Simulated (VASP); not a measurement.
# TiO2 (C2/c) in VASP: single point with r2SCAN+D3(BJ)

Aim: the single point of TiO2 with r2SCAN+D3(BJ).

All numbers are computed with VASP 6.6.1; they aren't measurements. Logs are shortened: lines on timing, memory, paths and dates and some standing lists are left out, and cuts for length are marked.

## Step 1: The cell of the first run

It takes space group C2/c (No. 15, monoclinic). Conventional cell: a = 5.620 Å, b = 5.622 Å, c = 5.683 Å, α = 90.00°, β = 118.77°, γ = 90.00°. Ti (site symmetry 2) has 6 O at 2.01 to 2.08 Å within 2.7 Å. Within 2.7 Å of O (site symmetry 1) lie 3 Ti at 2.01 to 2.08 Å and 2 O at 2.59 Å.

## Step 2: Single point, r2SCAN+D3(BJ)

The input, POSCAR:

```
TiO2
1.0
    2.8102089629     -2.8108632171      0.0000000000
    2.8102089629      2.8108632171      0.0000000000
   -2.7349177984      0.0000000000      4.9813049817
Ti O
2 4
Direct
    0.1341100000      0.8658900000      0.2500000000
    0.8658900000      0.1341100000      0.7500000000
    0.3312200000      0.0887600000      0.6671500000
    0.6687800000      0.9112400000      0.3328500000
    0.9112400000      0.6687800000      0.8328500000
    0.0887600000      0.3312200000      0.1671500000
```

The input, INCAR.step1:

```
SYSTEM = TiO2
PREC = Accurate
ENCUT = 520
ISMEAR = -1
SIGMA = 0.02
LREAL = .False.
LASPH = .True.
NELM = 100
NBANDS = 33
GGA = PE
ALGO = Normal
EDIFF = 1E-4
LWAVE = .True.
LCHARG = .False.
```

The input, INCAR.step2:

```
SYSTEM = TiO2
PREC = Accurate
ENCUT = 520
EDIFF = 1E-7
ISMEAR = -1
SIGMA = 0.02
LREAL = .False.
LASPH = .True.
NELM = 100
ALGO = Normal
ISIF = 2
LWAVE = .False.
LCHARG = .True.
METAGGA = R2SCAN
LMIXTAU = .True.
IVDW = 12
VDW_S6 = 1.0
VDW_S8 = 0.78981345
VDW_A1 = 0.49484001
VDW_A2 = 5.73083694
LELF = .True.
LVHAR = .True.
NBANDS = 33
ISTART = 1
```

The input, KPOINTS:

```
regular mesh
0
Gamma
  6 6 4
  0 0 0
```

Potentials or basis: VASP PAW PBE potentials, release 64 (Ti_sv, O).

Launch:

```console
cat potpaw_PBE.64/Ti_sv/POTCAR potpaw_PBE.64/O/POTCAR > POTCAR
cp INCAR.step1 INCAR
mpirun -np 1 vasp_std > vasp.out
cp INCAR.step2 INCAR
mpirun -np 1 vasp_std > vasp.out
```

OUTCAR:

```text
SYSTEM = TiO2
   PREC = Accurate
   ENCUT = 520
   EDIFF = 1E-7
   ISMEAR = -1
   LREAL = .False.
   LASPH = .True.
   NELM = 100
   ISIF = 2
   METAGGA = R2SCAN
   IVDW = 12
   ISTART = 1
 IVDW          = 12

 ion  position               nearest neighbor table
   1  0.134  0.866  0.250-   4 2.01   6 2.01   6 2.05   4 2.05   3 2.08   5 2.08
   2  0.866  0.134  0.750-   5 2.01   3 2.01   5 2.05   3 2.05   6 2.08   4 2.08
   3  0.331  0.089  0.667-   2 2.01   2 2.05   1 2.08
   4  0.669  0.911  0.333-   1 2.01   1 2.05   2 2.08
   5  0.911  0.669  0.833-   2 2.01   2 2.05   1 2.08
   6  0.089  0.331  0.167-   1 2.01   1 2.05   2 2.08

  LATTYP: Found a base centered monoclinic cell.
 ALAT       =     5.6204179258
 B/A-ratio  =     1.0002328134
 C/A-ratio  =     1.0110828889
 COS(beta)  =    -0.4812701284

  Lattice vectors:

 A1 = (   2.8102089629,  -2.8108632171,   0.0000000000)
 A2 = (   2.8102089629,   2.8108632171,   0.0000000000)
 A3 = (  -2.7349177984,   0.0000000000,   4.9813049817)

Analysis of symmetry for initial positions (statically):
=====================================================================
 Subroutine PRICEL returns:
 Original cell was already a primitive cell.

 Routine SETGRP: Setting up the symmetry group for a
 base centered monoclinic supercell.

 Subroutine GETGRP returns: Found  4 space group operations
 (whereof  2 operations were pure point group operations)
 out of a pool of  4 trial point group operations.

The static configuration has the point symmetry S_2 .
 The point group associated with its full space group is C_2h.

Analysis of symmetry for dynamics (positions and initial velocities):
=====================================================================
 Subroutine PRICEL returns:
 Original cell was already a primitive cell.

 Routine SETGRP: Setting up the symmetry group for a
 base centered monoclinic supercell.

 Subroutine GETGRP returns: Found  4 space group operations
 (whereof  2 operations were pure point group operations)
 out of a pool of  4 trial point group operations.

The dynamic configuration has the point symmetry S_2 .
 The point group associated with its full space group is C_2h.

 Subroutine INISYM returns: Found  4 space group operations
 (whereof  2 operations are pure point group operations),
 and found     1 'primitive' translations

----------------------------------------------------------------------------------------

                                     Primitive cell

  volume of cell :      78.6958

  direct lattice vectors                    reciprocal lattice vectors
     2.810208963 -2.810863217  0.000000000     0.177922712 -0.177881299  0.097686047
     2.810208963  2.810863217  0.000000000     0.177922712  0.177881299  0.097686047
    -2.734917798  0.000000000  4.981304982     0.000000000  0.000000000  0.200750607

  length of vectors
     3.974698283  3.974698283  5.682708393     0.269890370  0.269890370  0.200750607

  position of ions in fractional coordinates (direct lattice)
     0.134110000  0.865890000  0.250000000
     0.865890000  0.134110000  0.750000000
     0.331220000  0.088760000  0.667150000
     0.668780000  0.911240000  0.332850000
     0.911240000  0.668780000  0.832850000
     0.088760000  0.331220000  0.167150000

  ion indices of the primitive-cell ions
   primitive index   ion index
                 1           1
                 2           2
                 3           3
                 4           4
                 5           5
                 6           6

----------------------------------------------------------------------------------------

 KPOINTS: regular mesh

Automatic generation of k-mesh.
 Grid dimensions read from file:
 generate k-points for:    6    6    4

 Generating k-lattice:

  Cartesian coordinates                     Fractional coordinates (reciprocal lattice)
     0.029653785 -0.029646883  0.016281008     0.166666667 -0.000000000  0.000000000
     0.029653785  0.029646883  0.016281008    -0.000000000  0.166666667  0.000000000
     0.000000000  0.000000000  0.050187652     0.000000000  0.000000000  0.250000000

  Length of vectors
     0.044981728  0.044981728  0.050187652

  Shift w.r.t. Gamma in fractional coordinates (k-lattice)
     0.000000000  0.000000000  0.000000000

 Subroutine IBZKPT returns following result:
 ===========================================

 Found     47 irreducible k-points:

 Following reciprocal coordinates:
            Coordinates               Weight
  0.000000  0.000000  0.000000      1.000000
  0.166667 -0.000000 -0.000000      4.000000
  0.333333  0.000000 -0.000000      4.000000
  0.500000  0.000000 -0.000000      2.000000
  0.166667  0.166667  0.000000      2.000000
  0.333333  0.166667 -0.000000      4.000000
[... 16 lines left out ...]
 -0.333333  0.166667  0.250000      4.000000
 -0.166667  0.166667  0.250000      4.000000
 [... further k-points ...]
   k-points           NKPTS =     47   k-points in BZ     NKDIM =     47   number of bands    NBANDS=     33
   number of dos      NEDOS =    301   number of ions     NIONS =      6
   total plane-waves  NPLWV =  37800
   dimension x,y,z NGX =    30 NGY =   30 NGZ =   42
   dimension x,y,z NGXF=    60 NGYF=   60 NGZF=   84
   ions per type =               2   4
   NGX,Y,Z   is equivalent  to a cutoff of  12.55, 12.55, 12.29 a.u.
   NGXF,Y,Z  is equivalent  to a cutoff of  25.10, 25.10, 24.57 a.u.
 SYSTEM =  TiO2
   PREC   = accura    normal or accurate (medium, high low for compatibility)
   ISTART =      1    job   : 0-new  1-cont  2-samecut
   ICHARG =      0    charge: 1-file 2-atom 10-const
   ISPIN  =      1    spin polarized calculation?
   LNONCOLLINEAR =      F non collinear calculations
   LSORBIT =      F    spin-orbit coupling
   LASPH  =      T    aspherical Exc in radial PAW
   ENCUT  =  520.0 eV  38.22 Ry    6.18 a.u.   7.39  7.39 10.57*2*pi/ulx,y,z
   NELM   =    100;   NELMIN=  2; NELMDL=  0     # of ELM steps
   EDIFF  = 0.1E-06   stopping-criterion for ELM
   LREAL  =      F    real-space projection
   EDIFFG = 0.1E-05   stopping-criterion for IOM
   NSW    =      0    number of steps for IOM
   IBRION =     -1    ionic relax: 0-MD 1-quasi-New 2-CG
   NFREE  =      0    steps in history (QN), initial steepest desc. (CG)
   ISIF   =      2    stress and relaxation
   ISYM   =      2    0-nonsym 1-usesym 2-fastsym
   POTIM  = 0.5000    time-step for ionic-motion
   TEBEG  =    0.0;   TEEND  =   0.0 temperature during run
   PSTRESS=    0.0 pullay stress
   NELECT =      48.0000    total number of electrons
   NUPDOWN=      -1.0000    fix difference up-down
   EMIN   =  10.00;   EMAX   =-10.00  energy-range for DOS
   EFERMI =   0.00;   METHOD = LEGACY
   ISMEAR =    -1;   SIGMA  =   0.02  broadening in eV -4-tet -1-fermi 0-gaus
   EFERMI_NEDOS =   21; number of points for ismear=-14 and -15
   IALGO  =     38    algorithm
   IMIX   =      4    mixing-type and parameters
     AMIX     =   0.40;   BMIX     =  1.00
     AMIX_MAG =   1.60;   BMIX_MAG =  1.00
  volume/ion in A,a.u.               =      13.12        88.51
  Fermi-wavevector in a.u.,A,eV,Ry     =   1.388369  2.623636 26.226143  1.927567
  Thomas-Fermi vector in A             =   2.512501
   LORBIT       =      0    0 simple, 1 ext, 2 COOP (PROOUT), +10 PAW based schemes
   METAGGA = R2SCAN    functional components
   LHFCALC =     F    Hartree Fock is set to
   AEXX    =    0.0000 exact exchange contribution
   IVDW    =    12    specifies the selected vdW correction
   LEPSILON=     F    determine dielectric tensor
   LRPA    =     F    only Hartree local field effects (RPA)
 non-spin polarized calculation
  energy-cutoff  :      520.00
  volume of cell :       78.70
 maximum number of plane-waves:      2146
 NGX is ok and might be reduce to    30
   NGX = 15   NGY = 15   NGZ = 21

 number of electron      47.9999998 magnetization

 Free energy of the ion-electron system (eV)
  ---------------------------------------------------
  ext. energy  EPLUGINS =         0.00000000
  ---------------------------------------------------
  free energy    TOTEN  =       -69.03571838 eV

  energy without entropy =      -69.03571838  energy(sigma->0) =      -69.03571838

 E-fermi :   2.2992     XC(G=0): -10.6976

 val. band max:        1.8234841758   @ k =   0.5000   0.5000  -0.0000
 cond. band min:       3.9817644243   @ k =   0.0000   0.0000   0.0000
 fundamental gap:      2.1582802485
 Fermi energy:         2.2991921074

 k-point     1 :       0.0000    0.0000    0.0000
  band No.  band energies     occupation
      1     -57.3920      2.00000
      2     -57.3614      2.00000
      3     -32.6304      2.00000
      4     -32.4859      2.00000
      5     -32.4848      2.00000
      6     -32.4488      2.00000
[... 25 lines left out ...]
     32       6.2474      0.00000
     33       6.2909      0.00000

 k-point     2 :       0.1667   -0.0000   -0.0000
  band No.  band energies     occupation
      1     -57.3901      2.00000
      2     -57.3627      2.00000
      3     -32.6249      2.00000
      4     -32.5045      2.00000
      5     -32.4869      2.00000
      6     -32.4530      2.00000
[... 25 lines left out ...]
     32       6.5512      0.00000
     33       6.8740      0.00000

 k-point     3 :       0.3333    0.0000   -0.0000
  band No.  band energies     occupation
      1     -57.3855      2.00000
      2     -57.3663      2.00000
      3     -32.6130      2.00000
      4     -32.5404      2.00000
      5     -32.4896      2.00000
      6     -32.4635      2.00000
[... 25 lines left out ...]
     32       6.8700      0.00000
     33       7.3842      0.00000

 k-point     4 :       0.5000    0.0000   -0.0000
  band No.  band energies     occupation
      1     -57.3824      2.00000
      2     -57.3689      2.00000
      3     -32.6053      2.00000
      4     -32.5599      2.00000
      5     -32.4908      2.00000
      6     -32.4661      2.00000
[... 25 lines left out ...]
     32       6.9560      0.00000
     33       7.6075      0.00000

 k-point     5 :       0.1667    0.1667    0.0000
  band No.  band energies     occupation
      1     -57.3872      2.00000
      2     -57.3651      2.00000
      3     -32.6123      2.00000
      4     -32.5180      2.00000
      5     -32.4974      2.00000
      6     -32.4571      2.00000
[... 604 lines left out ...]
 k-point    22 :       0.5000    0.1667    0.2500
  band No.  band energies     occupation
      1     -57.3825      2.00000
      2     -57.3682      2.00000
      3     -32.6164      2.00000
      4     -32.5620      2.00000
      5     -32.5003      2.00000
      6     -32.4807      2.00000
[... 25 lines left out ...]
     32       7.5158      0.00000
     33       7.6862      0.00000

 k-point    23 :      -0.3333    0.1667    0.2500
  band No.  band energies     occupation
      1     -57.3851      2.00000
      2     -57.3661      2.00000
      3     -32.6192      2.00000
      4     -32.5484      2.00000
      5     -32.4995      2.00000
      6     -32.4713      2.00000
[... 25 lines left out ...]
     32       7.4768      0.00000
     33       7.5649      0.00000

 k-point    24 :      -0.1667    0.1667    0.2500
  band No.  band energies     occupation
      1     -57.3855      2.00000
      2     -57.3668      2.00000
      3     -32.6024      2.00000
      4     -32.5239      2.00000
      5     -32.4991      2.00000
      6     -32.4582      2.00000
[... 25 lines left out ...]
     32       7.0203      0.00000
     33       7.2457      0.00000

 [... further k-points ...]

------------------------ aborting loop because EDIFF is reached ----------------------------------------

 Edisp (eV)   -0.55813

 E8    (eV) :    -0.1728

  FORCE on cell =-STRESS in cart. coord.  units (eV):
  Direction    XX          YY          ZZ          XY          YZ          ZX
  --------------------------------------------------------------------------------------
  -------------------------------------------------------------------------------------
  Total     -11.86108   -11.86164   -12.32136     0.00000     0.00000    -0.47816
  in kB    -241.48125  -241.49253  -250.85208     0.00000     0.00000    -9.73502
  external pressure =     -244.61 kB  Pullay stress =        0.00 kB

 VOLUME and BASIS-vectors are now :
 -----------------------------------------------------------------------------
  energy-cutoff  :      520.00
  volume of cell :       78.70
      direct lattice vectors                 reciprocal lattice vectors
     2.810208963 -2.810863217  0.000000000     0.177922712 -0.177881299  0.097686047
     2.810208963  2.810863217  0.000000000     0.177922712  0.177881299  0.097686047
    -2.734917798  0.000000000  4.981304982     0.000000000  0.000000000  0.200750607

 POSITION                                       TOTAL-FORCE (eV/Angst)
 -----------------------------------------------------------------------------------
      2.12648      2.05693      1.24533        -0.000000     -0.033494      0.000000
      0.75902     -2.05693      3.73598         0.000000      0.033494     -0.000000
     -0.64437     -0.68152      3.32328         0.080573     -0.136058     -0.744210
      3.52987      0.68152      1.65803        -0.080573      0.136058      0.744210
      2.16241     -0.68152      4.14868        -0.080573     -0.136058      0.744210
      0.72309      0.68152      0.83263         0.080573      0.136058     -0.744210
 -----------------------------------------------------------------------------------
    total drift:                                0.000000      0.000000     -0.000000

  FREE ENERGIE OF THE ION-ELECTRON SYSTEM (eV)
  ---------------------------------------------------
  free  energy   TOTEN  =       -69.5938496990 eV

  energy  without entropy=      -69.5938496990  energy(sigma->0) =      -69.59384970
```

Wall time 10 min (1 thread of Intel Xeon Platinum 8259CL at 2.50GHz (Skylake/Cascade Lake), shared host); peak memory 0.26 GiB.

Results:

| Property | Result |
| --- | --- |
| Free energy | -69.5938 eV |
| Pressure | -24.5 GPa |
| Largest force | 0.761 eV/Å |
| Band gap on the k mesh | 2.16 eV, indirect (least direct gap 2.47 eV) |
| Dispersion energy per atom | -0.093 eV |

Forces in eV/Å, atoms in the order of the input:
```
Ti   0.000 -0.033  0.000
Ti   0.000  0.033  0.000
O    0.081 -0.136 -0.744
O   -0.081  0.136  0.744
O   -0.081 -0.136  0.744
O    0.081  0.136 -0.744
```

Caveat: the PAW data sets were made with another functional, which shifts forces and pressure a little. r2SCAN opens gaps a little over a GGA but as a rule still falls short of measured ones.
